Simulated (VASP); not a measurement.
# In (I4/mmm) in VASP: notebook

In is run at these levels: LDA; tasks: single point.

Everything below comes from runs of VASP 6.6.1. Logs are shortened: lines on timing, memory, paths and dates and some standing lists are left out, and cuts for length are marked.

### Step 1. The cell of the first run

The structure is tetragonal, space group I4/mmm (No. 139). The conventional cell has a = 3.190 Å, b = 3.190 Å, c = 4.440 Å, α = 90.00°, β = 90.00°, γ = 90.00°. Within 4.2 Å of In (site symmetry 4/mmm) lie 12 In at 3.16 to 3.19 Å.

### Step 2. Single point, LDA (22.59 Å³/atom)

INCAR reads:

```
ALGO     = Fast           # electronic algorithm
EDIFF    = 1E-7           # SCF threshold, eV
ENCUT    = 520            # plane-wave cutoff, eV
ISIF     = 2              # what is computed and relaxed
ISMEAR   = 0              # smearing method
LASPH    = True           # aspherical terms in the spheres
LCHARG   = False          # write CHGCAR
LREAL    = False          # projectors in reciprocal space
LWAVE    = False          # write WAVECAR
NBANDS   = 12             # bands
NELM     = 100            # most SCF steps
PREC     = Accurate       # precision mode
SIGMA    = 0.15           # smearing width, eV
```

KPOINTS reads:

```
k-points
0
Gamma
  22 22 22
```

POSCAR reads:

```
In
1.0
   -1.5949203577      1.5949203577      2.2201291378
    1.5949203577     -1.5949203577      2.2201291378
    1.5949203577      1.5949203577     -2.2201291378
In
1
Direct
    0.0000000000      0.0000000000      0.0000000000
```

Potentials or basis: VASP PAW LDA potentials, release 64 (In_d).

Launch:

```bash
> cat potpaw_LDA.64/In_d/POTCAR > POTCAR
> mpirun -np 1 vasp_std > vasp.out
```

OUTCAR:

```text
EDIFF = 1E-7
   ENCUT = 520
   ISIF = 2
   ISMEAR = 0
   LASPH = True
   LREAL = False
   NELM = 100
   PREC = Accurate

 ion  position               nearest neighbor table
   1  0.000  0.000  0.000-

  LATTYP: Found a body centered tetragonal cell.
 ALAT       =     3.1898407154
 C/A-ratio  =     1.3919999999

  Lattice vectors:

 A1 = (  -1.5949203577,   1.5949203577,   2.2201291378)
 A2 = (   1.5949203577,  -1.5949203577,   2.2201291378)
 A3 = (   1.5949203577,   1.5949203577,  -2.2201291378)

Analysis of symmetry for initial positions (statically):
=====================================================================
 Subroutine PRICEL returns:
 Original cell was already a primitive cell.

 Routine SETGRP: Setting up the symmetry group for a
 body centered tetragonal supercell.

 Subroutine GETGRP returns: Found 16 space group operations
 (whereof 16 operations were pure point group operations)
 out of a pool of 16 trial point group operations.

The static configuration has the point symmetry D_4h.

Analysis of symmetry for dynamics (positions and initial velocities):
=====================================================================
 Subroutine PRICEL returns:
 Original cell was already a primitive cell.

 Routine SETGRP: Setting up the symmetry group for a
 body centered tetragonal supercell.

 Subroutine GETGRP returns: Found 16 space group operations
 (whereof 16 operations were pure point group operations)
 out of a pool of 16 trial point group operations.

The dynamic configuration has the point symmetry D_4h.

 Subroutine INISYM returns: Found 16 space group operations
 (whereof 16 operations are pure point group operations),
 and found     1 'primitive' translations

----------------------------------------------------------------------------------------

                                     Primitive cell

  volume of cell :      22.5900

  direct lattice vectors                    reciprocal lattice vectors
    -1.594920358  1.594920358  2.220129138     0.000000000  0.313495277  0.225212125
     1.594920358 -1.594920358  2.220129138     0.313495277  0.000000000  0.225212125
     1.594920358  1.594920358 -2.220129138     0.313495277  0.313495277  0.000000000

  length of vectors
     3.164887878  3.164887878  3.164887878     0.386004909  0.386004909  0.443349273

  position of ions in fractional coordinates (direct lattice)
     0.000000000  0.000000000  0.000000000

  ion indices of the primitive-cell ions
   primitive index   ion index
                 1           1

----------------------------------------------------------------------------------------

 KPOINTS: k-points

Automatic generation of k-mesh.
 Grid dimensions read from file:
 generate k-points for:   22   22   22

 Generating k-lattice:

  Cartesian coordinates                     Fractional coordinates (reciprocal lattice)
     0.000000000  0.014249785  0.010236915     0.045454545  0.000000000 -0.000000000
     0.014249785  0.000000000  0.010236915     0.000000000  0.045454545 -0.000000000
     0.014249785  0.014249785  0.000000000     0.000000000  0.000000000  0.045454545

  Length of vectors
     0.017545678  0.017545678  0.020152240

  Shift w.r.t. Gamma in fractional coordinates (k-lattice)
     0.000000000  0.000000000  0.000000000

 Subroutine IBZKPT returns following result:
 ===========================================

 Found    834 irreducible k-points:

 Following reciprocal coordinates:
            Coordinates               Weight
  0.000000  0.000000  0.000000      1.000000
  0.045455 -0.000000  0.000000      8.000000
  0.090909 -0.000000  0.000000      8.000000
  0.136364 -0.000000  0.000000      8.000000
  0.181818  0.000000  0.000000      8.000000
  0.227273 -0.000000  0.000000      8.000000
[... 16 lines left out ...]
  0.500000  0.045455  0.000000     16.000000
 -0.454545  0.045455  0.000000     16.000000
 [... further k-points ...]
   k-points           NKPTS =    834   k-points in BZ     NKDIM =    834   number of bands    NBANDS=     12
   number of dos      NEDOS =    301   number of ions     NIONS =      1
   total plane-waves  NPLWV =  13824
   dimension x,y,z NGX =    24 NGY =   24 NGZ =   24
   dimension x,y,z NGXF=    48 NGYF=   48 NGZF=   48
   ions per type =               1
   NGX,Y,Z   is equivalent  to a cutoff of  12.61, 12.61, 12.61 a.u.
   NGXF,Y,Z  is equivalent  to a cutoff of  25.21, 25.21, 25.21 a.u.
 SYSTEM =  unknown system
   PREC   = accura    normal or accurate (medium, high low for compatibility)
   ISTART =      0    job   : 0-new  1-cont  2-samecut
   ICHARG =      2    charge: 1-file 2-atom 10-const
   ISPIN  =      1    spin polarized calculation?
   LNONCOLLINEAR =      F non collinear calculations
   LSORBIT =      F    spin-orbit coupling
   LASPH  =      T    aspherical Exc in radial PAW
   ENCUT  =  520.0 eV  38.22 Ry    6.18 a.u.   5.88  5.88  5.88*2*pi/ulx,y,z
   NELM   =    100;   NELMIN=  2; NELMDL= -5     # of ELM steps
   EDIFF  = 0.1E-06   stopping-criterion for ELM
   LREAL  =      F    real-space projection
   EDIFFG = 0.1E-05   stopping-criterion for IOM
   NSW    =      0    number of steps for IOM
   IBRION =     -1    ionic relax: 0-MD 1-quasi-New 2-CG
   NFREE  =      0    steps in history (QN), initial steepest desc. (CG)
   ISIF   =      2    stress and relaxation
   ISYM   =      2    0-nonsym 1-usesym 2-fastsym
   POTIM  = 0.5000    time-step for ionic-motion
   TEBEG  =    0.0;   TEEND  =   0.0 temperature during run
   PSTRESS=    0.0 pullay stress
   NELECT =      13.0000    total number of electrons
   NUPDOWN=      -1.0000    fix difference up-down
   EMIN   =  10.00;   EMAX   =-10.00  energy-range for DOS
   EFERMI =   0.00;   METHOD = LEGACY
   ISMEAR =     0;   SIGMA  =   0.15  broadening in eV -4-tet -1-fermi 0-gaus
   EFERMI_NEDOS =   21; number of points for ismear=-14 and -15
   IALGO  =     68    algorithm
   IMIX   =      4    mixing-type and parameters
     AMIX     =   0.40;   BMIX     =  1.00
     AMIX_MAG =   1.60;   BMIX_MAG =  1.00
  volume/ion in A,a.u.               =      22.59       152.44
  Fermi-wavevector in a.u.,A,eV,Ry     =   1.361708  2.573254 25.228571  1.854248
  Thomas-Fermi vector in A             =   2.488260
   LORBIT       =      0    0 simple, 1 ext, 2 COOP (PROOUT), +10 PAW based schemes
   GGA     = CA    functional components
   LHFCALC =     F    Hartree Fock is set to
   AEXX    =    0.0000 exact exchange contribution
   IVDW    =     0    specifies the selected vdW correction
   LEPSILON=     F    determine dielectric tensor
   LRPA    =     F    only Hartree local field effects (RPA)
 non-spin polarized calculation
 RMM-DIIS sequential band-by-band and
 Gauss-broadening in eV      SIGMA  =   0.15
  energy-cutoff  :      520.00
  volume of cell :       22.59
 maximum number of plane-waves:       624
   NGX = 11   NGY = 11   NGZ = 11

 number of electron      12.9999999 magnetization

 Free energy of the ion-electron system (eV)
  ---------------------------------------------------
  ext. energy  EPLUGINS =         0.00000000
  ---------------------------------------------------
  free energy    TOTEN  =        -3.18552510 eV

  energy without entropy =       -3.18035497  energy(sigma->0) =       -3.18294004

 E-fermi :   9.0904     XC(G=0): -11.2457

 val. band max:        9.0804731478   @ k =   0.4545   0.3182   0.0455
 cond. band min:       9.0914267018   @ k =   0.5000   0.5000   0.2727
 fundamental gap:      0.0109535540
 Fermi energy:         9.0904389162

 k-point     1 :       0.0000    0.0000    0.0000
  band No.  band energies     occupation
      1      -5.7429      2.00000
      2      -5.7429      2.00000
      3      -5.7121      2.00000
      4      -5.4890      2.00000
      5      -5.4584      2.00000
      6      -1.6325      2.00000
      7      20.8060      0.00000
      8      20.8492      0.00000
      9      20.8492      0.00000
     10      20.9097      0.00000
     11      24.3749      0.00000
     12      24.3814      0.00000

 k-point     2 :       0.0455   -0.0000    0.0000
  band No.  band energies     occupation
      1      -5.7419      2.00000
      2      -5.7373      2.00000
      3      -5.7090      2.00000
      4      -5.4897      2.00000
      5      -5.4595      2.00000
      6      -1.5819      2.00000
      7      20.0434      0.00000
      8      20.7322      0.00000
      9      20.7492      0.00000
     10      20.9037      0.00000
     11      24.5300      0.00000
     12      24.5338      0.00000

 k-point     3 :       0.0909   -0.0000    0.0000
  band No.  band energies     occupation
      1      -5.7425      2.00000
      2      -5.7224      2.00000
      3      -5.6980      2.00000
      4      -5.4904      2.00000
      5      -5.4620      2.00000
      6      -1.4293      2.00000
      7      18.4837      0.00000
      8      20.4921      0.00000
      9      20.5049      0.00000
     10      20.9173      0.00000
     11      24.9564      0.00000
     12      24.9699      0.00000
[... 286 lines left out ...]
 k-point    23 :       0.5000    0.0455    0.0000
  band No.  band energies     occupation
      1      -5.8656      2.00000
      2      -5.7351      2.00000
      3      -5.7006      2.00000
      4      -5.2590      2.00000
      5      -5.2450      2.00000
      6       4.3864      2.00000
      7       5.2808      2.00000
      8      17.8281      0.00000
      9      18.2568      0.00000
     10      19.9900      0.00000
     11      22.9818      0.00000
     12      23.2911      0.00000

 k-point    24 :      -0.4545    0.0455    0.0000
  band No.  band energies     occupation
      1      -5.8598      2.00000
      2      -5.7311      2.00000
      3      -5.6953      2.00000
      4      -5.2775      2.00000
      5      -5.2523      2.00000
      6       3.3443      2.00000
      7       6.4867      2.00000
      8      17.9968      0.00000
      9      18.2340      0.00000
     10      19.9829      0.00000
     11      23.0904      0.00000
     12      23.3549      0.00000

 [... further k-points ...]

------------------------ aborting loop because EDIFF is reached ----------------------------------------

  FORCE on cell =-STRESS in cart. coord.  units (eV):
  Direction    XX          YY          ZZ          XY          YZ          ZX
  --------------------------------------------------------------------------------------
  -------------------------------------------------------------------------------------
  Total        0.7773537      0.7773537      0.7603545      0.0000000      0.0000000      0.0000000
  in kB       55.1331774     55.1331774     53.9275213      0.0000000      0.0000000      0.0000000
  external PRESSURE =      54.7312920 kB  Pullay stress =       0.0000000 kB

 VOLUME and BASIS-vectors are now :
 -----------------------------------------------------------------------------
  energy-cutoff  :      520.00
  volume of cell :       22.59
      direct lattice vectors                 reciprocal lattice vectors
    -1.594920358  1.594920358  2.220129138     0.000000000  0.313495277  0.225212125
     1.594920358 -1.594920358  2.220129138     0.313495277  0.000000000  0.225212125
     1.594920358  1.594920358 -2.220129138     0.313495277  0.313495277  0.000000000

 POSITION                                       TOTAL-FORCE (eV/Angst)
 -----------------------------------------------------------------------------------
      0.00000      0.00000      0.00000         0.000000     -0.000000     -0.000000
 -----------------------------------------------------------------------------------
    total drift:                                0.000000      0.000000     -0.000000

  FREE ENERGIE OF THE ION-ELECTRON SYSTEM (eV)
  ---------------------------------------------------
  free  energy   TOTEN  =        -3.1855250996 eV

  energy  without entropy=       -3.1803549722  energy(sigma->0) =       -3.18294004
```

Wall time 6.7 min (1 thread of Intel Xeon Platinum 8375C at 2.90GHz (Ice Lake), shared host); peak memory 0.31 GiB.

What came out:

- Free energy: -3.1855 eV
- Pressure: 5.5 GPa
- Band gap on the k mesh: zero (an odd number of electrons rules out a gap without spin polarisation)

Levels at points of the mesh, in eV from the Fermi level:
| k point | band 3 | band 4 | band 5 | band 6 | band 7 | band 8 | band 9 | band 10 |
| --- | --- | --- | --- | --- | --- | --- | --- | --- |
| (0.00, 0.00, 0.00) | -14.80 | -14.58 | -14.55 | -10.72 | 11.72 | 11.76 | 11.76 | 11.82 |
| (0.50, 0.00, 0.00) | -14.80 | -14.34 | -14.33 | -4.51 | -4.11 | 9.14 | 9.45 | 11.16 |
| (0.50, 0.50, 0.00) | -14.35 | -14.29 | -14.27 | -2.84 | -2.02 | 4.28 | 4.36 | 8.33 |
| (0.50, 0.50, 0.50) | -14.35 | -14.27 | -14.27 | -2.66 | -1.70 | 4.08 | 4.08 | 8.07 |

Caveat: the cell stands under pressure; spin-orbit coupling is left out, which moves the levels of the heavy elements.

### Step 3. Single point, LDA (22.59 Å³/atom)

INCAR reads:

```
PREC = Accurate ; ENCUT = 520
EDIFF = 1E-7 ; ISMEAR = 0
SIGMA = 0.15 ; LREAL = False
LASPH = True ; NELM = 80
ALGO = Fast ; ISIF = 2
LWAVE = False ; LCHARG = False
NBANDS = 12
```

KPOINTS reads:

```
regular mesh
0
Gamma
  22 22 22
```

POSCAR reads:

```
In
1.0
   -1.5736903960      1.5736903960      2.2804347528
    1.5736903960     -1.5736903960      2.2804347528
    1.5736903960      1.5736903960     -2.2804347528
In
1
Direct
    0.0000000000      0.0000000000      0.0000000000
```

Potentials or basis: VASP PAW LDA potentials, release 64 (In_d).

Launch:

```bash
> cat potpaw_LDA.64/In_d/POTCAR > POTCAR
> mpirun -np 1 vasp_std > vasp.out
```

It took 5.5 min on 1 thread of Intel Xeon Platinum 8375C at 2.90GHz (Ice Lake), shared host; peak memory 0.31 GiB.

It converged, with:

```
Free energy            : -3.1860 eV
Pressure               : 5.4 GPa
Band gap on the k mesh : zero (an odd number of electrons rules out a gap without spin polarisation)
```

Stress tensor (GPa, compression positive):
```
5.24 0.00 0.00
0.00 5.24 0.00
0.00 0.00 5.79
```

Levels at points of the mesh, in eV from the Fermi level:
```tsv
k point	band 2	band 3	band 4	band 5	band 6	band 7	band 8	band 9	band 10	band 11
(0.00, 0.00, 0.00)	-14.80	-14.80	-14.58	-14.54	-10.72	11.73	11.73	11.80	11.83	15.29
(0.50, 0.00, 0.00)	-14.83	-14.79	-14.34	-14.32	-4.50	-4.11	9.00	9.58	11.18	13.35
(0.50, 0.50, 0.00)	-15.04	-14.35	-14.29	-14.25	-2.68	-1.74	4.05	4.19	8.12	8.16
(0.50, 0.50, 0.50)	-15.04	-14.35	-14.28	-14.28	-2.96	-2.24	4.49	4.49	8.48	8.56
```

Caveat: the cell stands under pressure; spin-orbit coupling is left out, which moves the levels of the heavy elements.

(Continued in part 2 of 2.)
